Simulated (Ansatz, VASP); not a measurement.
This is a calculation of MnS for VASP 6.6.1.

File INCAR:

```
SYSTEM = MnS
  ALGO = Normal
  EDIFF = 1E-7
  ENCUT = 520
  GGA = PS
  ISIF = 2
  ISMEAR = -1
  ISPIN = 2
  LASPH = .TRUE.
  LCHARG = .FALSE.
  LMAXMIX = 4
  LORBIT = 11
  LREAL = .FALSE.
  LWAVE = .FALSE.
  MAGMOM = 4 0
  NBANDS = 20
  NELM = 150
  PREC = Accurate
  SIGMA = 0.05
```

File KPOINTS:

```
k-points
0
G
  9 9 9
  0 0 0
```

The input POSCAR:

```
MnS
1.0
    0.0000000000      2.4568624933      2.4568624933
    2.4568624933      0.0000000000      2.4568624933
    2.4568624933      2.4568624933      0.0000000000
Mn S
1 1
Direct
    0.0000000000      0.0000000000      0.0000000000
    0.7500000000      0.7500000000      0.7500000000
```

Potentials or basis: VASP PAW PBE potentials, release 64 (Mn_pv, S).

Launch:

```sh
$ cat potpaw_PBE.64/Mn_pv/POTCAR potpaw_PBE.64/S/POTCAR > POTCAR
$ mpirun -np 1 vasp_std > vasp.out
```

**Question.** Set up the same calculation for Ansatz 0.2.0. Potentials there: all-electron LAPW, scalar-relativistic.

**Answer.** As run (the cutoff follows the program's own potentials):

input.yaml

```yaml
crystal:
  lattice:
    - [0.0, 2.4568624933, 2.4568624933]
    - [2.4568624933, 0.0, 2.4568624933]
    - [2.4568624933, 2.4568624933, 0.0]
  atoms:
    - { symbol: Mn, position: [0.0, 0.0, 0.0], spin: 4.0 }
    - { symbol: S, position: [0.75, 0.75, 0.75] }
kpoints:
  mp_grid: { grid: [9, 9, 9] }
scf:
  occupations: { method: fermi_dirac, width: 0.05 }
hamiltonian:
  xc: pbesol
  pseudopotentials: { kind: all_electron, lapw: { basis_error: 0.0005 } }
magnetization:
  spin_polarized: true
output:
  forces: true
  stress: true
  eigenvalues: true
```

Potentials or basis: all-electron LAPW, scalar-relativistic.

Command:

```console
$ ansatz run input.yaml --threads 2 --pin off --max-ram 6144MiB --backend cpu --events-out ev --progress --plain --runs-dir out
```

Both were run:

|  | VASP | Ansatz | Ansatz less VASP |
| --- | --- | --- | --- |
| gap on the k mesh at the Fermi level (eV) | none | none | - |
| pressure (GPa) | 0.1 | -0.1 | -0.22 |
| net moment per atom (μB) | 0.10 | 0.11 | +0.006 |
| size of the moment on the site where the two differ most (μB) | 0.20 | 0.21 | +0.006 |

VASP's potentials were made for PBE, not for PBEsol. Site moments also hang on the region over which each program counts them. A gap of «none» marks a metal or a gap that the smearing closes. Ansatz ran all-electron here, and VASP with PAW potentials.
